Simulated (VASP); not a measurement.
Here is a VASP 6.6.1 calculation.

File INCAR:

```
PREC = Accurate
ENCUT = 520
EDIFF = 1E-6
ISMEAR = 0
SIGMA = 0.1
LREAL = False
LASPH = True
NELM = 150
ALGO = Normal
ISIF = 2
LWAVE = False
LCHARG = False
ISPIN = 2
MAGMOM = 2 1 0 0 0 0
LORBIT = 11
LMAXMIX = 4
GGA = PE
NBANDS = 38
```

The input KPOINTS:

```
regular mesh
0
Gamma
  6 6 2
```

File POSCAR:

```
VMoS4
1.0
    3.2647130300      0.0000000000      0.0000000000
   -1.6323565200      2.8273244200      0.0000000000
    0.0000000000      0.0000000000     13.6820290300
V Mo S
1 1 4
Direct
    0.6666666700      0.3333333300      0.0000000000
    0.3333333300      0.6666666700      0.5000000000
    0.6666666700      0.3333333300      0.3830819700
    0.3333333300      0.6666666700      0.1169180300
    0.6666666700      0.3333333300      0.6169180300
    0.3333333300      0.6666666700      0.8830819700
```

Potentials or basis: VASP PAW PBE potentials, release 64 (V_sv, Mo_sv, S).

Command:

```bash
$ cat potpaw_PBE.64/V_sv/POTCAR potpaw_PBE.64/Mo_sv/POTCAR potpaw_PBE.64/S/POTCAR > POTCAR
$ mpirun -np 1 vasp_std > vasp.out
```

Estimate the band gap on the k mesh.

0.10 eV (least direct gap 0.75 eV).

Predict the site moments.

V +1.03; Mo -0.00; S -0.00, -0.08 (each value once) μB.

Forces on the atoms (eV/Å):
```
V    0.000  0.000  0.000
Mo   0.000  0.000  0.000
S    0.000  0.000  1.067
S    0.000  0.000 -1.759
S    0.000  0.000 -1.067
S    0.000  0.000  1.759
```

Caveat: the cell stands under tension; forces of over 1 eV/Å act on the atoms, so gaps and moduli don't describe the material at rest. A k mesh can miss the band edges.
